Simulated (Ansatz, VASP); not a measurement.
## SrO: VASP beside Ansatz

```
CELL_PARAMETERS angstrom
1.80688 1.04320 9.32804
-1.80688 1.04320 9.32804
0.00000 -2.08641 9.32804
ATOMIC_POSITIONS crystal
Sr 0.50000 0.50000 0.50000
Sr 0.61241 0.61241 0.61241
Sr 0.38759 0.38759 0.38759
O 0.00000 0.00000 0.00000
O 0.77707 0.77707 0.77707
O 0.22293 0.22293 0.22293
```

Alike in both runs: functional PBE; k mesh 6 × 6 × 6; occupations gaussian, width 0.02 eV; no spin polarisation.

Ansatz relaxed the structure, and its values are those at the end. VASP's run is a single point on that final structure, the one shown.

|  | VASP | Ansatz |
| --- | --- | --- |
| version | VASP 6.6.1 | Ansatz 0.2.0 |
| potentials or method | VASP PAW PBE potentials, release 64 (Sr_sv, O), cutoff 520 eV | scalar-relativistic, plane waves, PAW |
| valence electrons in the cell | 48 | 48 |

|  | VASP | Ansatz | Ansatz less VASP |
| --- | --- | --- | --- |
| gap on the k mesh at the Fermi level (eV) | 3.46 | 3.50 | +0.044 |
| least direct gap on the mesh (eV) | 3.57 | 3.60 | +0.027 |
| pressure (GPa) | 0.5 | 0.0 | -0.53 |
